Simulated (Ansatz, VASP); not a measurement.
**One calculation of BaS, two programs**

The input INCAR:

```
SYSTEM = BaS
PREC     = Accurate       ! precision mode
ENCUT    = 520            ! plane-wave cutoff, eV
EDIFF    = 1E-7           ! SCF threshold, eV
ISMEAR   = 0              ! smearing method
SIGMA    = 0.05           ! smearing width, eV
LREAL    = .FALSE.        ! projectors in reciprocal space
LASPH    = .TRUE.         ! aspherical terms in the spheres
NELM     = 100            ! most SCF steps
ALGO     = Normal         ! electronic algorithm
ISIF     = 2              ! what is computed and relaxed
LWAVE    = .FALSE.        ! write WAVECAR
LCHARG   = .FALSE.        ! write CHGCAR
GGA      = PS             ! functional
NBANDS   = 24             ! bands
```

Contents of KPOINTS:

```
Automatic mesh
0
G
  6 6 8
  0 0 0
```

POSCAR

```
BaS
1.0
    5.3420685581      0.0000000000      0.0000000000
    0.0000000000      5.3420685581      0.0000000000
    0.0000000000      0.0000000000      3.8088289349
Ba S
2 2
Direct
    0.5000000000      0.0000000000      0.4263630039
    0.0000000000      0.5000000000      0.5736369961
    0.0000000000      0.0000000000      0.0210038312
    0.5000000000      0.5000000000      0.0000000000
```

Input for Ansatz:

```yaml
crystal:
  lattice:
    - [5.3420685581, 0.0, 0.0]
    - [0.0, 5.3420685581, 0.0]
    - [0.0, 0.0, 3.8088289349]
  atoms:
    - { symbol: Ba, position: [0.5, 0.0, 0.4263630039] }
    - { symbol: Ba, position: [0.0, 0.5, 0.5736369961] }
    - { symbol: S, position: [0.0, 0.0, 0.0210038312] }
    - { symbol: S, position: [0.5, 0.5, 0.0] }
basis:
  ecutwfc: 420
  ecutrho_ratio: 4
kpoints:
  mp_grid: { grid: [6, 6, 8] }
hamiltonian:
  xc: pbesol
scf:
  occupations: { method: gaussian, width: 0.05 }
output:
  forces: true
  stress: true
  eigenvalues: true
```

Alike in both runs: task single point; functional PBEsol; k mesh 6 × 6 × 8; occupations gaussian, width 0.05 eV; no spin polarisation.

|  | VASP | Ansatz |
| --- | --- | --- |
| version | VASP 6.6.1 | Ansatz 0.2.0 |
| potentials or method | VASP PAW PBE potentials, release 64 (Ba_sv, S), cutoff 520 eV | scalar-relativistic, plane waves, PAW |
| valence electrons in the cell | 32 | 32 |

|  | VASP | Ansatz | Ansatz less VASP |
| --- | --- | --- | --- |
| gap on the k mesh at the Fermi level (eV) | 1.49 | 1.59 | +0.094 |
| least direct gap on the mesh (eV) | 1.49 | 1.59 | +0.094 |
| pressure (GPa) | 1.2 | 0.0 | -1.17 |
| traceless stress, the component that is largest in VASP (GPa) | 0.40 | 0.34 | -0.060 |
| rms of the force components (eV/Å) | 0.054 | 0.045 | -0.0091 |

VASP's potentials were made for PBE, not for PBEsol. Atom by atom the forces differ by 0.018 eV/Å (rms over components).

Neither program's run includes spin-orbit coupling.
